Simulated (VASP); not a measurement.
# K3Zn4F12 (a cell with a defect) in VASP: a series of runs

Runs on K3Zn4F12 (a cell with a defect). Level: PBEsol. Tasks: single point.

Program: VASP 6.6.1. These are calculated values, not measurements. Logs are shortened: lines on timing, memory, paths and dates and some standing lists are left out, and cuts for length are marked.

## (1) The cell of the first run

The cell holds a defect, 19 atoms: a = 7.019 Å, b = 7.019 Å, c = 7.019 Å, α = 109.47°, β = 109.47°, γ = 109.47°.

## (2) Single point, PBEsol (atoms taken out, then relaxed in part)

File INCAR:

```
PREC     = Accurate       # precision mode
ENCUT    = 520            # plane-wave cutoff, eV
EDIFF    = 1E-6           # SCF threshold, eV
ISMEAR   = 0              # smearing method
SIGMA    = 0.05           # smearing width, eV
LREAL    = Auto         
LASPH    = True           # aspherical terms in the spheres
NELM     = 80             # most SCF steps
ALGO     = Normal         # electronic algorithm
ISIF     = 2              # what is computed and relaxed
LWAVE    = False          # write WAVECAR
LCHARG   = False          # write CHGCAR
GGA      = PS             # functional
NELECT   = 160.0        
NBANDS   = 94             # bands
```

File KPOINTS:

```
regular mesh
0
Gamma
  4 4 4
```

File POSCAR:

```
K3Zn4F12
1.0
   -4.0521678200      4.0521678200      4.0521678200
    4.0521678200     -4.0521678200      4.0521678200
    4.0521678200      4.0521678200     -4.0521678200
K Zn F
3 4 12
Direct
   -0.2500000000      0.2500000000      0.5000000000
    0.0000000000      0.0000000000      0.0000000000
    0.5000000000      0.5000000000      0.0000000000
    0.4879632497      0.5120367503      0.5000000000
    0.0120367503     -0.0120367503      0.5000000000
    0.0120367503      0.5120367503      0.0240735005
    0.4879632497     -0.0120367503     -0.0240735005
    0.7500000000      0.7500000000      0.5000000000
    0.2500000000      0.2500000000      0.5000000000
    0.2500000000      0.7500000000      0.0000000000
    0.7500000000      0.2500000000      0.0000000000
    0.4620656025      0.2500000000      0.2120656025
   -0.0009056134      0.7500000000      0.2490943866
    0.0379343975      0.2500000000      0.7879343975
    0.5009056134      0.7500000000      0.7509056134
    0.7500000000      0.5379343975      0.7879343975
    0.2500000000      0.0009056134      0.7509056134
    0.2500000000      0.4990943866      0.2490943866
    0.7500000000     -0.0379343975      0.2120656025
```

Potentials or basis: VASP PAW PBE potentials, release 64 (K_sv, Zn, F).

Command:

```bash
$ cat potpaw_PBE.64/K_sv/POTCAR potpaw_PBE.64/Zn/POTCAR potpaw_PBE.64/F/POTCAR > POTCAR
$ mpirun -np 1 vasp_std > vasp.out
```

OUTCAR:

```text
PREC = Accurate
   ENCUT = 520
   EDIFF = 1E-6
   ISMEAR = 0
   LREAL = Auto
   LASPH = True
   NELM = 80
   ISIF = 2
   GGA = PS
   NELECT = 160.0

 ion  position               nearest neighbor table
   1  0.750  0.250  0.500-  12 2.33  14 2.33  16 2.33  19 2.33   6 3.00   7 3.00   5 3.00   4 3.00

   2  0.000  0.000  0.000-  14 2.66  19 2.66  16 2.66  12 2.66
   3  0.500  0.500  0.000-  12 2.66  16 2.66  14 2.66  19 2.66
   4  0.488  0.512  0.500-  15 1.93  18 1.93   8 2.03   9 2.03  16 2.13  12 2.13   1 3.00
   5  0.012  0.988  0.500-  13 1.93  17 1.93   8 2.03   9 2.03  14 2.13  19 2.13   1 3.00
   6  0.012  0.512  0.024-  13 1.93  18 1.93  10 2.03  11 2.03  16 2.13  14 2.13   1 3.00
   7  0.488  0.988  0.976-  15 1.93  17 1.93  10 2.03  11 2.03  12 2.13  19 2.13   1 3.00
   8  0.750  0.750  0.500-   4 2.03   5 2.03
   9  0.250  0.250  0.500-   4 2.03   5 2.03
  10  0.250  0.750  0.000-   6 2.03   7 2.03
  11  0.750  0.250  0.000-   6 2.03   7 2.03
  12  0.462  0.250  0.212-   7 2.13   4 2.13   1 2.33   3 2.66   2 2.66
  13  0.999  0.750  0.249-   5 1.93   6 1.93
  14  0.038  0.250  0.788-   6 2.13   5 2.13   1 2.33   2 2.66   3 2.66
  15  0.501  0.750  0.751-   4 1.93   7 1.93
  16  0.750  0.538  0.788-   6 2.13   4 2.13   1 2.33   3 2.66   2 2.66
  17  0.250  0.001  0.751-   5 1.93   7 1.93
  18  0.250  0.499  0.249-   4 1.93   6 1.93
  19  0.750  0.962  0.212-   7 2.13   5 2.13   1 2.33   2 2.66   3 2.66

  LATTYP: Found a body centered cubic cell.
 ALAT       =     8.1043356400

  Lattice vectors:

 A1 = (  -4.0521678200,   4.0521678200,   4.0521678200)
 A2 = (   4.0521678200,  -4.0521678200,   4.0521678200)
 A3 = (   4.0521678200,   4.0521678200,  -4.0521678200)

Analysis of symmetry for initial positions (statically):
=====================================================================
 Subroutine PRICEL returns:
 Original cell was already a primitive cell.

 Routine SETGRP: Setting up the symmetry group for a
 body centered cubic supercell.

 Subroutine GETGRP returns: Found 16 space group operations
 (whereof  8 operations were pure point group operations)
 out of a pool of 48 trial point group operations.

The static configuration has the point symmetry D_2d.
 The point group associated with its full space group is D_4h.

Analysis of symmetry for dynamics (positions and initial velocities):
=====================================================================
 Subroutine PRICEL returns:
 Original cell was already a primitive cell.

 Routine SETGRP: Setting up the symmetry group for a
 body centered cubic supercell.

 Subroutine GETGRP returns: Found 16 space group operations
 (whereof  8 operations were pure point group operations)
 out of a pool of 48 trial point group operations.

The dynamic configuration has the point symmetry D_2d.
 The point group associated with its full space group is D_4h.

 Subroutine INISYM returns: Found 16 space group operations
 (whereof  8 operations are pure point group operations),
 and found     1 'primitive' translations

----------------------------------------------------------------------------------------

                                     Primitive cell

  volume of cell :     266.1474

  direct lattice vectors                    reciprocal lattice vectors
    -4.052167820  4.052167820  4.052167820     0.000000000  0.123390743  0.123390743
     4.052167820 -4.052167820  4.052167820     0.123390743  0.000000000  0.123390743
     4.052167820  4.052167820 -4.052167820     0.123390743  0.123390743  0.000000000

  length of vectors
     7.018560545  7.018560545  7.018560545     0.174500863  0.174500863  0.174500863

  position of ions in fractional coordinates (direct lattice)
     0.750000000  0.250000000  0.500000000
     0.000000000  0.000000000  0.000000000
     0.500000000  0.500000000  0.000000000
     0.487963250  0.512036750  0.500000000
     0.012036750  0.987963250  0.500000000
     0.012036750  0.512036750  0.024073501
[... 11 lines left out ...]
     0.250000000  0.499094387  0.249094387
     0.750000000  0.962065602  0.212065602

  ion indices of the primitive-cell ions
   primitive index   ion index
                 1           1
                 2           2
                 3           3
                 4           4
                 5           5
                 6           6
[... 11 lines left out ...]
                18          18
                19          19

----------------------------------------------------------------------------------------

 KPOINTS: regular mesh

Automatic generation of k-mesh.
 Grid dimensions read from file:
 generate k-points for:    4    4    4

 Generating k-lattice:

  Cartesian coordinates                     Fractional coordinates (reciprocal lattice)
     0.000000000  0.030847686  0.030847686     0.250000000  0.000000000  0.000000000
     0.030847686  0.000000000  0.030847686     0.000000000  0.250000000  0.000000000
     0.030847686  0.030847686  0.000000000     0.000000000  0.000000000  0.250000000

  Length of vectors
     0.043625216  0.043625216  0.043625216

  Shift w.r.t. Gamma in fractional coordinates (k-lattice)
     0.000000000  0.000000000  0.000000000

 Subroutine IBZKPT returns following result:
 ===========================================

 Found     13 irreducible k-points:

 Following reciprocal coordinates:
            Coordinates               Weight
  0.000000  0.000000  0.000000      1.000000
  0.250000  0.000000  0.000000      8.000000
  0.000000  0.000000  0.250000      4.000000
  0.500000  0.000000  0.000000      4.000000
  0.000000  0.000000  0.500000      2.000000
  0.250000  0.250000  0.000000      8.000000
  0.000000  0.250000  0.250000     16.000000
  0.250000  0.250000  0.250000      2.000000
 -0.250000  0.250000  0.250000      4.000000
  0.250000  0.250000 -0.250000      2.000000
  0.500000  0.500000  0.250000      4.000000
  0.250000  0.500000  0.500000      8.000000
  0.500000  0.500000  0.500000      1.000000
   k-points           NKPTS =     13   k-points in BZ     NKDIM =     13   number of bands    NBANDS=     94
   number of dos      NEDOS =    301   number of ions     NIONS =     19
   total plane-waves  NPLWV = 157464
   dimension x,y,z NGX =    54 NGY =   54 NGZ =   54
   dimension x,y,z NGXF=   108 NGYF=  108 NGZF=  108
   ions per type =               3   4  12
   NGX,Y,Z   is equivalent  to a cutoff of  12.79, 12.79, 12.79 a.u.
   NGXF,Y,Z  is equivalent  to a cutoff of  25.58, 25.58, 25.58 a.u.
 SYSTEM =  unknown system
   PREC   = accura    normal or accurate (medium, high low for compatibility)
   ISTART =      0    job   : 0-new  1-cont  2-samecut
   ICHARG =      2    charge: 1-file 2-atom 10-const
   ISPIN  =      1    spin polarized calculation?
   LNONCOLLINEAR =      F non collinear calculations
   LSORBIT =      F    spin-orbit coupling
   LASPH  =      T    aspherical Exc in radial PAW
   ENCUT  =  520.0 eV  38.22 Ry    6.18 a.u.  13.05 13.05 13.05*2*pi/ulx,y,z
   NELM   =     80;   NELMIN=  2; NELMDL= -5     # of ELM steps
   EDIFF  = 0.1E-05   stopping-criterion for ELM
   LREAL  =      T    real-space projection
   EDIFFG = 0.1E-04   stopping-criterion for IOM
   NSW    =      0    number of steps for IOM
   IBRION =     -1    ionic relax: 0-MD 1-quasi-New 2-CG
   NFREE  =      0    steps in history (QN), initial steepest desc. (CG)
   ISIF   =      2    stress and relaxation
   ISYM   =      2    0-nonsym 1-usesym 2-fastsym
   POTIM  = 0.5000    time-step for ionic-motion
   TEBEG  =    0.0;   TEEND  =   0.0 temperature during run
   PSTRESS=    0.0 pullay stress
   NELECT =     160.0000    total number of electrons
   NUPDOWN=      -1.0000    fix difference up-down
   EMIN   =  10.00;   EMAX   =-10.00  energy-range for DOS
   EFERMI =   0.00;   METHOD = LEGACY
   ISMEAR =     0;   SIGMA  =   0.05  broadening in eV -4-tet -1-fermi 0-gaus
   EFERMI_NEDOS =   21; number of points for ismear=-14 and -15
   IALGO  =     38    algorithm
   IMIX   =      4    mixing-type and parameters
     AMIX     =   0.40;   BMIX     =  1.00
     AMIX_MAG =   1.60;   BMIX_MAG =  1.00
  volume/ion in A,a.u.               =      14.01        94.53
  Fermi-wavevector in a.u.,A,eV,Ry     =   1.381680  2.610996 25.974053  1.909039
  Thomas-Fermi vector in A             =   2.506442
   LORBIT       =      0    0 simple, 1 ext, 2 COOP (PROOUT), +10 PAW based schemes
   GGA     = PS    functional components
   LHFCALC =     F    Hartree Fock is set to
   AEXX    =    0.0000 exact exchange contribution
   IVDW    =     0    specifies the selected vdW correction
   LEPSILON=     F    determine dielectric tensor
   LRPA    =     F    only Hartree local field effects (RPA)
 non-spin polarized calculation
 Gauss-broadening in eV      SIGMA  =   0.05
  energy-cutoff  :      520.00
  volume of cell :      266.15
 maximum number of plane-waves:      7256
 NGX is ok and might be reduce to    54
   NGX = 27   NGY = 27   NGZ = 27

 number of electron     160.0000015 magnetization

 Free energy of the ion-electron system (eV)
  ---------------------------------------------------
  ext. energy  EPLUGINS =         0.00000000
  ---------------------------------------------------
  free energy    TOTEN  =       -78.61394935 eV

  energy without entropy =      -78.61394935  energy(sigma->0) =      -78.61394935

 E-fermi :  -1.1822     XC(G=0):  -9.6042

 val. band max:       -1.4900008627   @ k =   0.5000   0.5000   0.5000
 cond. band min:       2.1061532436   @ k =   0.0000   0.0000   0.0000
 fundamental gap:      3.5961541062
 Fermi energy:        -1.1821950932

 k-point     1 :       0.0000    0.0000    0.0000
  band No.  band energies     occupation
      1     -28.6570      2.00000
      2     -28.1086      2.00000
      3     -28.0806      2.00000
      4     -22.9194      2.00000
      5     -22.6382      2.00000
      6     -22.5781      2.00000
[... 84 lines left out ...]
     91       8.4807      0.00000
     92       8.4926      0.00000

 k-point     2 :       0.2500    0.0000    0.0000
  band No.  band energies     occupation
      1     -28.6566      2.00000
      2     -28.1046      2.00000
      3     -28.0847      2.00000
      4     -22.8916      2.00000
      5     -22.7009      2.00000
      6     -22.5898      2.00000
[... 1129 lines left out ...]
     91       8.3505      0.00000
     92       8.3505      0.00000
 [bands above 92 left out]

------------------------ aborting loop because EDIFF is reached ----------------------------------------

  FORCE on cell =-STRESS in cart. coord.  units (eV):
  Direction    XX          YY          ZZ          XY          YZ          ZX
  --------------------------------------------------------------------------------------
  -------------------------------------------------------------------------------------
  Total       13.9792360     13.9792360      3.2675695      0.0000000      0.0000000      0.0000000
  in kB       84.1534178     84.1534178     19.6703982      0.0000000      0.0000000      0.0000000
  external PRESSURE =      62.6590780 kB  Pullay stress =       0.0000000 kB

 VOLUME and BASIS-vectors are now :
 -----------------------------------------------------------------------------
  energy-cutoff  :      520.00
  volume of cell :      266.15
      direct lattice vectors                 reciprocal lattice vectors
    -4.052167820  4.052167820  4.052167820     0.000000000  0.123390743  0.123390743
     4.052167820 -4.052167820  4.052167820     0.123390743  0.000000000  0.123390743
     4.052167820  4.052167820 -4.052167820     0.123390743  0.123390743  0.000000000

 POSITION                                       TOTAL-FORCE (eV/Angst)
 -----------------------------------------------------------------------------------
      0.00000      4.05217      2.02608         0.000000     -0.000000      0.000000
      0.00000      0.00000      0.00000         0.000000     -0.000000      0.000000
      0.00000      0.00000      4.05217         0.000000     -0.000000      0.000000
      2.12363      1.92853      2.02608        -0.054337      0.054337     -0.000000
      5.98070     -1.92853      2.02608         0.054337     -0.054337     -0.000000
      2.12363     -1.92853      2.02608        -0.054337     -0.054337     -0.000000
[... 11 lines left out ...]
      2.01874      0.00000      2.02608         0.004184     -0.000000     -0.000000
      1.71865     -0.00000      6.07825        -0.039153     -0.000000      0.000000
 -----------------------------------------------------------------------------------
    total drift:                                0.000000     -0.000000      0.000000

  FREE ENERGIE OF THE ION-ELECTRON SYSTEM (eV)
  ---------------------------------------------------
  free  energy   TOTEN  =       -78.6139493504 eV

  energy  without entropy=      -78.6139493504  energy(sigma->0) =      -78.61394935
```

Wall time 13 min (1 thread of Intel Xeon Platinum 8259CL at 2.50GHz (Skylake/Cascade Lake), shared host); peak memory 0.52 GiB.

What came out:

```
Free energy   : -78.6139 eV
Largest force : 0.077 eV/Å
```

Forces on the atoms (eV/Å):
```
K    0.000  0.000  0.000
K    0.000  0.000  0.000
K    0.000  0.000  0.000
Zn  -0.054  0.054  0.000
Zn   0.054 -0.054  0.000
Zn  -0.054 -0.054  0.000
Zn   0.054  0.054  0.000
F    0.000  0.000  0.000
F    0.000  0.000  0.000
F    0.000  0.000  0.000
F    0.000  0.000  0.000
F    0.000 -0.039  0.000
F    0.000  0.004  0.000
F    0.000  0.039  0.000
F    0.000 -0.004  0.000
F    0.039  0.000  0.000
F   -0.004  0.000  0.000
F    0.004  0.000  0.000
F   -0.039  0.000  0.000
```

Levels at points of the mesh, in eV from the Fermi level:
```
           k point  band 76  band 77  band 78  band 79  band 80  band 81  band 82  band 83  band 84  band 85
(0.00, 0.00, 0.00)    -1.66    -1.59    -0.31    -0.31    -0.31     3.29     6.93     7.54     7.78     7.78
(0.50, 0.00, 0.00)    -1.39    -1.27    -1.14    -0.88    -0.75     5.14     5.31     6.85     6.87     7.78
(0.00, 0.00, 0.50)    -1.32    -1.26    -1.19    -0.79    -0.74     5.15     5.17     7.05     7.26     7.64
(0.50, 0.50, 0.50)    -1.66    -1.61    -1.61    -0.32    -0.31     5.90     5.90     6.05     7.03     7.61
```

Caveat: the cell carries a net charge on a neutralising background, which shifts energy and pressure; the cell differs from its parent crystal (atoms taken out, then relaxed in part); the cell is charged against a uniform background, so pressure and absolute levels hang on convention; the PAW data sets were made with another functional, which shifts forces and pressure a little.

(Continued in part 2 of 2.)
